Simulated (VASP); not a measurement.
# Sn3O4 in VASP: single point with PBE+D3(BJ)

Aim: the single point of Sn3O4 with PBE+D3(BJ).

All numbers are computed with VASP 6.6.1; they aren't measurements. Logs are shortened: lines on timing, memory, paths and dates and some standing lists are left out, and cuts for length are marked.

## Step 1: The cell of the first run

The typed cell holds 14 atoms: a = 7.128 Å, b = 5.808 Å, c = 6.071 Å, α = 90.00°, β = 90.00°, γ = 90.00°.

## Step 2: Single point, PBE+D3(BJ)

INCAR

```
PREC = Accurate
ENCUT = 600
EDIFF = 1E-6
ISMEAR = 0
SIGMA = 0.1
LREAL = False
LASPH = True
NELM = 120
ALGO = Normal
ISIF = 2
LWAVE = False
LCHARG = False
GGA = PE
IVDW = 12
NBANDS = 79
GGA_COMPAT = False
KPAR = 4
```

KPOINTS

```
Automatic mesh
0
Gamma
  6 6 6
```

POSCAR

```
Sn3O4
1.0
    7.1277049572      0.0000000000      0.0073166940
    0.0000000000      5.8077429755      0.0000000000
   -0.0062270462      0.0000000000      6.0709476316
Sn O
6 8
Direct
    0.7993894869      0.5000000241      0.2499996614
    0.2006105131      0.5000000241      0.2500003386
    0.2006105131      0.4999999759      0.7500003386
    0.7993894869      0.4999999759      0.7499996614
    0.5000000000      0.0000000000      0.0000000000
    0.5000000000      0.0000000000      0.5000000000
    0.7207860000      0.2727088544      0.9999997749
    0.2792140000      0.2727088544      0.5000002251
    0.2792140000      0.7272911456      0.0000002251
    0.7207860000      0.7272911456      0.4999997749
    0.2791483260      0.2726568414      0.0000002410
    0.7208516740      0.2726568414      0.4999997590
    0.7208516740      0.7273431586      0.9999997590
    0.2791483260      0.7273431586      0.5000002410
```

Potentials or basis: VASP PAW PBE potentials, release 64 (Sn_d, O).

On the command line:

```bash
$ cat potpaw_PBE.64/Sn_d/POTCAR potpaw_PBE.64/O/POTCAR > POTCAR
$ mpirun -np 4 vasp_std > vasp.out
```

OUTCAR:

```text
PREC = Accurate
   ENCUT = 600
   EDIFF = 1E-6
   ISMEAR = 0
   LREAL = False
   LASPH = True
   NELM = 120
   ISIF = 2
   GGA = PE
   IVDW = 12
 IVDW          = 12

 ion  position               nearest neighbor table
   1  0.799  0.500  0.250-   7 2.09  10 2.09  13 2.09  12 2.09   2 2.86   4 3.04   4 3.04
   2  0.201  0.500  0.250-   8 2.09   9 2.09  14 2.09  11 2.09   1 2.86   3 3.04   3 3.04
   3  0.201  0.500  0.750-   9 2.09   8 2.09  11 2.09  14 2.09   4 2.86   2 3.04   2 3.04
   4  0.799  0.500  0.750-  10 2.09   7 2.09  12 2.09  13 2.09   3 2.86   1 3.04   1 3.04
   5  0.500  0.000  0.000-   7 2.23   9 2.23  11 2.23  13 2.23   6 3.04   6 3.04
   6  0.500  0.000  0.500-   8 2.23  10 2.23  12 2.23  14 2.23   5 3.04   5 3.04
   7  0.721  0.273  1.000-   1 2.09   4 2.09   5 2.23
   8  0.279  0.273  0.500-   2 2.09   3 2.09   6 2.23
   9  0.279  0.727  0.000-   3 2.09   2 2.09   5 2.23
  10  0.721  0.727  0.500-   4 2.09   1 2.09   6 2.23
  11  0.279  0.273  0.000-   3 2.09   2 2.09   5 2.23
  12  0.721  0.273  0.500-   4 2.09   1 2.09   6 2.23
  13  0.721  0.727  1.000-   1 2.09   4 2.09   5 2.23
  14  0.279  0.727  0.500-   2 2.09   3 2.09   6 2.23

  LATTYP: Found a simple orthorhombic cell.
 ALAT       =     5.8077429755
 B/A-ratio  =     1.0453201615
 C/A-ratio  =     1.2272768858

  Lattice vectors:

 A1 = (   0.0000000000,   5.8077429755,   0.0000000000)
 A2 = (  -0.0062270462,   0.0000000000,   6.0709476316)
 A3 = (   7.1277049572,   0.0000000000,   0.0073166940)

Analysis of symmetry for initial positions (statically):
=====================================================================
 Subroutine PRICEL returns:
 Original cell was already a primitive cell.

 Routine SETGRP: Setting up the symmetry group for a
 simple orthorhombic supercell.

 Subroutine GETGRP returns: Found  8 space group operations
 (whereof  4 operations were pure point group operations)
 out of a pool of  8 trial point group operations.

The static configuration has the point symmetry C_2h.
 The point group associated with its full space group is D_2h.

Analysis of symmetry for dynamics (positions and initial velocities):
=====================================================================
 Subroutine PRICEL returns:
 Original cell was already a primitive cell.

 Routine SETGRP: Setting up the symmetry group for a
 simple orthorhombic supercell.

 Subroutine GETGRP returns: Found  8 space group operations
 (whereof  4 operations were pure point group operations)
 out of a pool of  8 trial point group operations.

The dynamic configuration has the point symmetry C_2h.
 The point group associated with its full space group is D_2h.

 Subroutine INISYM returns: Found  8 space group operations
 (whereof  4 operations are pure point group operations),
 and found     1 'primitive' translations

----------------------------------------------------------------------------------------

                                     Primitive cell

  volume of cell :     251.3125

  direct lattice vectors                    reciprocal lattice vectors
     7.127704957  0.000000000  0.007316694     0.140297466  0.000000000  0.000143905
     0.000000000  5.807742976  0.000000000     0.000000000  0.172183928  0.000000000
    -0.006227046  0.000000000  6.070947632    -0.000169086  0.000000000  0.164718757

  length of vectors
     7.127708713  5.807742976  6.070950825     0.140297540  0.172183928  0.164718844

  position of ions in fractional coordinates (direct lattice)
     0.799389487  0.500000024  0.249999661
     0.200610513  0.500000024  0.250000339
     0.200610513  0.499999976  0.750000339
     0.799389487  0.499999976  0.749999661
     0.500000000  0.000000000  1.000000000
     0.500000000  0.000000000  0.500000000
     0.720786000  0.272708854  0.999999775
     0.279214000  0.272708854  0.500000225
     0.279214000  0.727291146  0.000000225
     0.720786000  0.727291146  0.499999775
     0.279148326  0.272656841  0.000000241
     0.720851674  0.272656841  0.499999759
     0.720851674  0.727343159  0.999999759
     0.279148326  0.727343159  0.500000241
[... 27 lines left out ...]

  Cartesian coordinates                     Fractional coordinates (reciprocal lattice)
     0.023382911  0.000000000  0.000023984     0.166666667  0.000000000  0.000000000
     0.000000000  0.028697321  0.000000000     0.000000000  0.166666667  0.000000000
    -0.000028181  0.000000000  0.027453126    -0.000000000  0.000000000  0.166666667

  Length of vectors
     0.023382923  0.028697321  0.027453141

  Shift w.r.t. Gamma in fractional coordinates (k-lattice)
     0.000000000  0.000000000  0.000000000

 Subroutine IBZKPT returns following result:
 ===========================================

 Found     64 irreducible k-points:

 Following reciprocal coordinates:
            Coordinates               Weight
  0.000000  0.000000  0.000000      1.000000
  0.166667  0.000000 -0.000000      2.000000
  0.333333  0.000000 -0.000000      2.000000
  0.500000  0.000000  0.000000      1.000000
  0.000000  0.166667  0.000000      2.000000
  0.166667  0.166667 -0.000000      4.000000
[... 16 lines left out ...]
  0.333333  0.166667  0.166667      8.000000
  0.500000  0.166667  0.166667      4.000000
 [... further k-points ...]
   k-points           NKPTS =     64   k-points in BZ     NKDIM =     64   number of bands    NBANDS=     79
   number of dos      NEDOS =    301   number of ions     NIONS =     14
   total plane-waves  NPLWV = 144000
   dimension x,y,z NGX =    60 NGY =   48 NGZ =   50
   dimension x,y,z NGXF=   120 NGYF=   96 NGZF=  100
   ions per type =               6   8
   NGX,Y,Z   is equivalent  to a cutoff of  13.99, 13.74, 13.69 a.u.
   NGXF,Y,Z  is equivalent  to a cutoff of  27.99, 27.48, 27.38 a.u.
 SYSTEM =  unknown system
   PREC   = accura    normal or accurate (medium, high low for compatibility)
   ISTART =      0    job   : 0-new  1-cont  2-samecut
   ICHARG =      2    charge: 1-file 2-atom 10-const
   ISPIN  =      1    spin polarized calculation?
   LNONCOLLINEAR =      F non collinear calculations
   LSORBIT =      F    spin-orbit coupling
   LASPH  =      T    aspherical Exc in radial PAW
   ENCUT  =  600.0 eV  44.10 Ry    6.64 a.u.  14.24 11.60 12.13*2*pi/ulx,y,z
   NELM   =    120;   NELMIN=  2; NELMDL= -5     # of ELM steps
   EDIFF  = 0.1E-05   stopping-criterion for ELM
   LREAL  =      F    real-space projection
   EDIFFG = 0.1E-04   stopping-criterion for IOM
   NSW    =      0    number of steps for IOM
   IBRION =     -1    ionic relax: 0-MD 1-quasi-New 2-CG
   NFREE  =      0    steps in history (QN), initial steepest desc. (CG)
   ISIF   =      2    stress and relaxation
   ISYM   =      2    0-nonsym 1-usesym 2-fastsym
   POTIM  = 0.5000    time-step for ionic-motion
   TEBEG  =    0.0;   TEEND  =   0.0 temperature during run
   PSTRESS=    0.0 pullay stress
   NELECT =     132.0000    total number of electrons
   NUPDOWN=      -1.0000    fix difference up-down
   EMIN   =  10.00;   EMAX   =-10.00  energy-range for DOS
   EFERMI =   0.00;   METHOD = LEGACY
   ISMEAR =     0;   SIGMA  =   0.10  broadening in eV -4-tet -1-fermi 0-gaus
   EFERMI_NEDOS =   21; number of points for ismear=-14 and -15
   IALGO  =     38    algorithm
   IMIX   =      4    mixing-type and parameters
     AMIX     =   0.40;   BMIX     =  1.00
     AMIX_MAG =   1.60;   BMIX_MAG =  1.00
  volume/ion in A,a.u.               =      17.95       121.14
  Fermi-wavevector in a.u.,A,eV,Ry     =   1.320874  2.496090 23.738203  1.744709
  Thomas-Fermi vector in A             =   2.450669
   LORBIT       =      0    0 simple, 1 ext, 2 COOP (PROOUT), +10 PAW based schemes
   GGA     = PE    functional components
   LHFCALC =     F    Hartree Fock is set to
   AEXX    =    0.0000 exact exchange contribution
   IVDW    =    12    specifies the selected vdW correction
   LEPSILON=     F    determine dielectric tensor
   LRPA    =     F    only Hartree local field effects (RPA)
 non-spin polarized calculation
 Gauss-broadening in eV      SIGMA  =   0.10
  energy-cutoff  :      600.00
  volume of cell :      251.31
 maximum number of plane-waves:      8434
 NGX is ok and might be reduce to    60
   NGX = 29   NGY = 23   NGZ = 25

 number of electron     131.9999981 magnetization

 Free energy of the ion-electron system (eV)
  ---------------------------------------------------
  ext. energy  EPLUGINS =         0.00000000
  ---------------------------------------------------
  free energy    TOTEN  =       -79.16834322 eV

  energy without entropy =      -79.16726577  energy(sigma->0) =      -79.16780449

 E-fermi :   4.8466     XC(G=0):  -9.4156

 val. band max:        4.7250467111   @ k =   0.0000   0.1667   0.0000
 cond. band min:       4.9073812001   @ k =   0.0000   0.0000   0.1667
 fundamental gap:      0.1823344890
 Fermi energy:         4.8466231560

 k-point     1 :       0.0000    0.0000    0.0000
  band No.  band energies     occupation
      1     -17.2728      2.00000
      2     -17.2529      2.00000
      3     -17.1699      2.00000
      4     -17.0099      2.00000
      5     -16.8829      2.00000
      6     -16.7588      2.00000
[... 1933 lines left out ...]
     77      10.3930      0.00000
     78      11.0679      0.00000

 [... further k-points ...]

 [bands above 78 left out]

------------------------ aborting loop because EDIFF is reached ----------------------------------------

 Edisp (eV)   -2.63885

 E8    (eV) :    -1.1055

  FORCE on cell =-STRESS in cart. coord.  units (eV):
  Direction    XX          YY          ZZ          XY          YZ          ZX
  --------------------------------------------------------------------------------------
  -------------------------------------------------------------------------------------
  Total      -0.03747     0.46257     0.57057    -0.00000     0.00000    -0.00062
  in kB      -0.23890     2.94901     3.63753    -0.00000     0.00000    -0.00398
  external pressure =        2.12 kB  Pullay stress =        0.00 kB

 VOLUME and BASIS-vectors are now :
 -----------------------------------------------------------------------------
  energy-cutoff  :      600.00
  volume of cell :      251.31
      direct lattice vectors                 reciprocal lattice vectors
     7.127704957  0.000000000  0.007316694     0.140297466  0.000000000  0.000143905
     0.000000000  5.807742976  0.000000000     0.000000000  0.172183928  0.000000000
    -0.006227046  0.000000000  6.070947632    -0.000169086  0.000000000  0.164718757

 POSITION                                       TOTAL-FORCE (eV/Angst)
 -----------------------------------------------------------------------------------
      5.69626      2.90387      1.52358         0.064573     -0.000000      0.000066
      1.42834      2.90387      1.51921        -0.064573     -0.000000     -0.000066
      1.42522      2.90387      4.55468        -0.064573     -0.000000     -0.000066
      5.69314      2.90387      4.55906         0.064573     -0.000000      0.000066
      3.56385      0.00000      0.00366         0.000000     -0.000000      0.000000
      3.56074      0.00000      3.03913         0.000000     -0.000000      0.000000
      5.13132      1.58382      6.07622        -0.023049     -0.043245     -0.000024
      1.98704      1.58382      3.03752         0.023049     -0.043245      0.000024
      1.99016      4.22392      0.00204         0.023049      0.043245      0.000024
      5.13444      4.22392      3.04075        -0.023049      0.043245     -0.000024
      1.98969      1.58352      0.00204         0.023254     -0.043101      0.000024
      5.13490      1.58352      3.04075        -0.023254     -0.043101     -0.000024
      5.13179      4.22422      6.07622        -0.023254      0.043101     -0.000024
      1.98657      4.22422      3.03752         0.023254      0.043101      0.000024
 -----------------------------------------------------------------------------------
    total drift:                                0.000000     -0.000000      0.000000

  FREE ENERGIE OF THE ION-ELECTRON SYSTEM (eV)
  ---------------------------------------------------
  free  energy   TOTEN  =       -81.8071919585 eV

  energy  without entropy=      -81.8061145117  energy(sigma->0) =      -81.80665324
```

Run time: 5.1 min. Hardware: 4 MPI ranks of Intel Xeon 6975P-C (Granite Rapids), shared host; peak memory 1.1 GiB.

What came out:

```
Free energy                : -81.8072 eV
Pressure                   : 0.2 GPa
Largest force              : 0.065 eV/Å
Band gap on the k mesh     : zero (bands 66 and 67 overlap by 0.20 eV)
Dispersion energy per atom : -0.188 eV
```

Forces in eV/Å, atoms in the order of the input:
```
Sn   0.065  0.000  0.000
Sn  -0.065  0.000  0.000
Sn  -0.065  0.000  0.000
Sn   0.065  0.000  0.000
Sn   0.000  0.000  0.000
Sn   0.000  0.000  0.000
O   -0.023 -0.043  0.000
O    0.023 -0.043  0.000
O    0.023  0.043  0.000
O   -0.023  0.043  0.000
O    0.023 -0.043  0.000
O   -0.023 -0.043  0.000
O   -0.023  0.043  0.000
O    0.023  0.043  0.000
```

Levels at points of the mesh, in eV from the Fermi level:
```csv
k point,band 63,band 64,band 65,band 66,band 67,band 68,band 69,band 70
"(0.00, 0.00, 0.00)",-1.70,-1.51,-0.35,-0.32,0.13,0.40,2.56,2.59
"(0.50, 0.00, 0.00)",-1.78,-1.74,-1.59,-1.35,0.55,2.12,2.52,2.80
"(0.00, 0.50, 0.00)",-2.16,-1.93,-0.98,-0.73,1.67,1.97,2.46,2.47
"(0.50, 0.50, 0.00)",-1.88,-1.18,-0.73,-0.66,0.47,2.05,2.87,2.90
"(0.00, 0.00, 0.50)",-1.61,-1.61,-0.70,-0.70,2.14,2.14,3.22,3.22
"(0.50, 0.00, 0.50)",-1.60,-1.60,-1.40,-1.40,1.85,1.85,4.10,4.10
"(0.00, 0.50, 0.50)",-1.94,-1.94,-0.21,-0.21,2.69,2.69,3.16,3.16
"(0.50, 0.50, 0.50)",-1.12,-1.12,-0.16,-0.16,2.09,2.09,4.19,4.19
```

Caveat: semilocal functionals underestimate gaps, and a narrow one can read as zero; spin-orbit coupling is left out, which moves the levels of the heavy elements.

The gap in the log of VASP goes by the Fermi energy; the results here count the filled bands.